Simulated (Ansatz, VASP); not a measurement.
## SnTe in VASP and in Ansatz

File INCAR:

```
  ALGO = Normal
  EDIFF = 1E-6
  ENCUT = 520
  GGA = PE
  ISIF = 2
  ISMEAR = 0
  LASPH = T
  LCHARG = F
  LREAL = F
  LWAVE = F
  NBANDS = 17
  NELM = 100
  PREC = Accurate
  SIGMA = 0.01
```

File KPOINTS:

```
k-points
0
Gamma
  6 6 6
```

The input POSCAR:

```
SnTe
1.0
    4.4559750000      0.0000000000      0.0000000000
    2.2279875000      3.8589875486      0.0000000000
    2.2279875000      1.2863291829      3.6382883522
Sn Te
1 1
Direct
    0.0000000000      0.0000000000      0.0000000000
    0.5000000000      0.5000000000      0.5000000000
```

Input for Ansatz:

```yaml
crystal:
  lattice:
    - [4.455975, 0.0, 0.0]
    - [2.2279875000000002, 3.8589875486283636, 0.0]
    - [2.2279875000000002, 1.2863291828761214, 3.638288352199423]
  atoms:
    - { symbol: Sn, position: [0.0, 0.0, 0.0] }
    - { symbol: Te, position: [0.5000000000000002, 0.49999999999999983, 0.5] }
basis:
  ecutwfc: 476.19925930478996
kpoints:
  mp_grid:
    grid: [6, 6, 6]
hamiltonian:
  xc: pbe
scf:
  occupations:
    method: fixed
output:
  forces: true
  stress: true
```

Alike in both runs: task single point; functional PBE; k mesh 6 × 6 × 6; no spin polarisation.

```csv
,VASP,Ansatz
version,VASP 6.6.1,Ansatz 0.2.0
potentials or method,"VASP PAW PBE potentials, release 64 (Sn_d, Te), cutoff 520 eV","plane waves, PAW"
occupations,"gaussian, width 0.01 eV",fixed
valence electrons in the cell,20,30
```

|  | VASP | Ansatz | Ansatz less VASP |
| --- | --- | --- | --- |
| pressure (GPa) | 2.2 | 2.2 | +0.04 |

VASP's potentials hold 20 valence electrons a cell and Ansatz's 30, so a difference there can come from the potentials and not from the codes.

Spin-orbit coupling is off throughout.
